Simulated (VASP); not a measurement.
Runs of VASP 6.6.1 on Al3Cu2. The structure is that of space group P-3m1 (No. 164), or close to it. The cells are those of the table. 

```tsv
cell	gap on the mesh (eV)	pressure (GPa)	largest force (eV/Å)
a = 4.430, b = 4.430, c = 5.189 Å, angles 90.0, 90.0, 120.0°, 5 atoms	none	-13.9	0.05
a = 4.430, b = 4.430, c = 4.790 Å, angles 90.0, 90.0, 120.0°, 5 atoms	none	-7.6	0.42
a = 4.266, b = 4.266, c = 5.189 Å, angles 90.0, 90.0, 120.0°, 5 atoms	none	(b)	0.05
a = 4.430, b = 4.430, c = 5.389 Å, angles 90.0, 90.0, 120.0°, 5 atoms	none	(a)	0.08
```

Alike in all rows: task single point; level r2SCAN; potentials or basis VASP PAW PBE potentials, release 64 (Al, Cu); no spin polarisation; k mesh 12 × 12 × 10; cutoff (eV) 520; smearing gaussian 0.15 eV.

**Question.** Estimate the missing entries.

**Answer.** (a) -15.4; (b) -10.4.

Caveats: the PAW data sets were made with another functional, which shifts forces and pressure a little.

A gap of «none» marks levels without a gap at the run's occupations.
